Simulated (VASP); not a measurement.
## Pt: single point with PBEsol

Pt:

```xyz
1
Lattice="-1.5921 1.5921 1.5842 1.5921 -1.5921 1.5842 1.5763 1.5763 -1.5842" Properties=species:S:1:pos:R:3 pbc="T T T"
Pt    0.0000    0.0000    0.0000
```

This cell differs from its parent crystal: strain -0.0100 x Voigt [0, 0, 0, 0, 0, 1].

```json
{
 "Program": "VASP 6.6.1",
 "Task": "single point",
 "Functional": "PBEsol",
 "Potentials or basis": "VASP PAW PBE potentials, release 64 (Pt)",
 "Cutoff": "520 eV",
 "k mesh": "22 × 22 × 22",
 "Occupations": "gaussian, width 0.15 eV",
 "Spin": "no spin polarisation",
 "Dipole correction": "no",
 "Further INCAR settings": "ALGO = Fast; EDIFF = 1e-07; NBANDS = 11"
}
```

- Pressure: -11.2 GPa
- Band gap on the k mesh: zero (bands 5 and 6 overlap by 2.15 eV)

Stress tensor (GPa, compression positive):
```
-11.24   1.44   0.00
  1.44 -11.24   0.00
  0.00   0.00 -11.22
```

Levels at points of the mesh, in eV from the Fermi level:
```csv
k point,band 3,band 4,band 5,band 6,band 7,band 8
"(0.00, 0.00, 0.00)",-3.43,-3.36,-0.94,-0.94,17.02,17.11
"(0.50, 0.00, 0.00)",-1.13,-0.63,0.24,1.06,6.23,13.24
"(0.50, 0.50, 0.00)",-1.10,-0.58,0.17,1.02,6.11,13.31
"(0.00, 0.00, 0.50)",-1.17,-0.68,0.31,1.10,6.35,13.19
"(0.50, 0.50, 0.50)",0.48,0.54,0.61,7.61,7.61,7.62
```

Wall time 100 s on 1 thread of Intel(R) Xeon(R) 6975P-C (Granite Rapids), with other jobs on the host, peak memory 0.36 GiB.

Caveat: the cell differs from its parent crystal (strain -0.0100 x Voigt [0, 0, 0, 0, 0, 1]); the cell stands under tension; the PAW data sets were made with another functional, which shifts forces and pressure a little; spin-orbit coupling is left out, which moves the levels of the heavy elements.
